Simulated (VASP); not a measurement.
Si, 2 atoms in the cell. The structure is cubic, space group Fd-3m (No. 227). Conventional cell: a = 5.370 Å, b = 5.370 Å, c = 5.370 Å, α = 90.00°, β = 90.00°, γ = 90.00°. Si (site symmetry -43m) has 4 Si at 2.33 Å within 3.1 Å. 

- Program: VASP 6.6.1
- Task: single point
- Functional: HSE06
- Potentials or basis: VASP PAW PBE potentials, release 64 (Si)
- Cutoff: 520 eV
- k mesh: 6 × 6 × 6
- Occupations: fermi-dirac, width 0.05 eV
- Spin: no spin polarisation
- Dipole correction: no
- Grid for exact exchange (PRECFOCK): Normal
- Further INCAR settings: ALGO = Normal; EDIFF = 1e-06; NBANDS = 11
- Share of exact exchange: 0.25
- Screening parameter: 0.2079 1/Å

Potentials or basis: VASP PAW PBE potentials, release 64 (Si).

Run with:

```sh
$ cat potpaw_PBE.64/Si/POTCAR > POTCAR
$ cp INCAR.step1 INCAR
$ mpirun -np 1 vasp_std > vasp.out
$ cp INCAR.step2 INCAR
$ mpirun -np 1 vasp_std > vasp.out
```

Hardware: 1 thread of Intel(R) Xeon(R) Platinum 8259CL CPU @ 2.50GHz (Skylake/Cascade Lake), on a shared host.

Estimate the wall time of this run.

It took 9.7 min on 1 thread of Intel(R) Xeon(R) Platinum 8259CL CPU @ 2.50GHz (Skylake/Cascade Lake), with other jobs on the host, peak memory 0.26 GiB. Counts: k points 16.
